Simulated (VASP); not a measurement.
Write the native input for VASP 6.6.1 that does the following.

```yaml
Task: relaxation of cell and atoms
Functional: PBEsol
Dispersion: D3(BJ)
Potentials_or_basis: VASP PAW PBE potentials, release 64 (Pb_d, S)
Cutoff: 600 eV
k_mesh: 8 × 8 × 8
Occupations: fermi-dirac, width 0.05 eV
Spin: no spin polarisation
Dipole_correction: no
Further_INCAR_settings: ALGO = Normal; EDIFF = 1e-07; IBRION = 2; EDIFFG = -0.01; NSW = 60; ISIF = 3
```

The structure of PbS lies in POSCAR:

```
PbS
1.0
    2.1126617058      1.2197458045      3.4519162518
   -2.1126617058      1.2197458045      3.4519162518
    0.0000000000     -2.4394916091      3.4519162518
Pb S
1 1
Direct
    0.9805657800      0.9805657800      0.9805657800
    0.4750355500      0.4750355500      0.4750355500
```

The input as run:

INCAR

```
PREC     = Accurate       # precision mode
ENCUT    = 600            # plane-wave cutoff, eV
EDIFF    = 1E-7           # SCF threshold, eV
ISMEAR   = -1             # smearing method
SIGMA    = 0.05           # smearing width, eV
LREAL    = F              # projectors in reciprocal space
LASPH    = T              # aspherical terms in the spheres
NELM     = 100            # most SCF steps
ALGO     = Normal         # electronic algorithm
ISIF     = 3              # what is computed and relaxed
LWAVE    = F              # write WAVECAR
LCHARG   = F              # write CHGCAR
GGA      = PS             # functional
IVDW     = 12             # dispersion correction
IBRION   = 2              # ionic algorithm
NSW      = 60             # ionic steps
EDIFFG   = -0.01          # ionic threshold
```

KPOINTS

```
regular mesh
0
Gamma
  8 8 8
```

Potentials or basis: VASP PAW PBE potentials, release 64 (Pb_d, S).

Run with:

```sh
$ cat potpaw_PBE.64/Pb_d/POTCAR potpaw_PBE.64/S/POTCAR > POTCAR
$ mpirun -np 1 vasp_std > vasp.out
```

It gave:

The relaxed volume is 24.80 Å³/atom and the relaxed cell is a = 4.125 Å, b = 4.125 Å, c = 4.125 Å, α = 59.98°, β = 59.98°, γ = 59.98°. The space group after relaxing (to 0.05 Å) is Fm-3m (No. 225). The energy gained by relaxing is 25.5 meV/atom, the ionic steps are 7 and the pressure after relaxing is 0.0 GPa. The largest force after relaxing is 0.010 eV/Å and the band gap on the k mesh is 0.06 eV, direct. The dispersion energy per atom is -0.346 eV.

Caveat: the PAW data sets were made with another functional, which shifts forces and pressure a little; spin-orbit coupling is left out, which moves the levels of the heavy elements.

Run time: 100 s on 1 thread of Intel(R) Xeon(R) 6975P-C (Granite Rapids) (shared host), peak memory 0.24 GiB.
